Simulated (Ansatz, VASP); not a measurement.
One calculation of PbO, two programs

The input INCAR:

```
SYSTEM = PbO
  PREC = Accurate
  ENCUT = 520
  EDIFF = 1E-8
  ISMEAR = -1
  SIGMA = 0.03
  LREAL = .FALSE.
  LASPH = .TRUE.
  NELM = 100
  ALGO = Normal
  ISIF = 2
  LWAVE = .FALSE.
  LCHARG = .FALSE.
  LEFG = .TRUE.
  NBANDS = 28
```

Contents of KPOINTS:

```
Automatic mesh
0
G
  7 7 6
  0 0 0
```

Contents of POSCAR:

```
PbO
1.0
    3.8949120000      0.0000000000      0.0000000000
    0.0000000000      3.8949120000      0.0000000000
    0.0000000000      0.0000000000      5.0220000000
Pb O
2 2
Direct
    0.0000000000      0.5000000000      0.2351000000
    0.5000000000      0.0000000000      0.7649000000
    0.0000000000      0.0000000000      0.0000000000
    0.5000000000      0.5000000000      0.0000000000
```

Input for Ansatz:

```yaml
crystal:
  lattice:
    - [3.894912, 0.0, 0.0]
    - [0.0, 3.894912, 0.0]
    - [0.0, 0.0, 5.022]
  atoms:
    - { symbol: Pb, position: [0.0, 0.5, 0.2351] }
    - { symbol: Pb, position: [0.5, 0.0, 0.7649] }
    - { symbol: O, position: [0.0, 0.0, 0.0] }
    - { symbol: O, position: [0.5, 0.5, 0.0] }
kpoints:
  mp_grid: { grid: [7, 7, 6] }
scf:
  occupations: { method: fermi_dirac, width: 0.03 }
hamiltonian:
  xc: lda
  pseudopotentials: { kind: paw }
output:
  forces: true
  stress: true
  eigenvalues: true
  efg: { contact_densities: true }
```

Change from the starting cell: equal xx and yy strain of -2 %, PAW files.

Alike in both runs: task electric field gradients; functional LDA; k mesh 7 × 7 × 6; occupations fermi-dirac, width 0.03 eV; no spin polarisation.

|  | VASP | Ansatz |
| --- | --- | --- |
| version | VASP 6.6.1 | Ansatz 0.2.0 |
| potentials or method | VASP PAW LDA potentials, release 64 (Pb_d, O) | PAW with Ansatz's default frozen-core files, scalar-relativistic |
| plane-wave cutoff (eV) | 520 | 420 |
| valence electrons in the cell | 40 | 40 |

```tsv
	VASP	Ansatz	Ansatz less VASP
gap on the k mesh at the Fermi level (eV)	1.33	1.36	+0.022
pressure (GPa)	2.3	2.0	-0.28
traceless stress, the component that is largest in VASP (GPa)	-0.79	-0.79	+0.002
rms of the force components (eV/Å)	0.167	0.133	-0.0339
size of Vzz on the site where it differs most (V/Å²)	253.5	247.9	-5.53
```

LDA's correlation is that of Perdew and Zunger in VASP and of Perdew and Wang (1992) in Ansatz. Atom by atom the forces differ by 0.034 eV/Å (rms over components).

Spin-orbit coupling is off throughout.
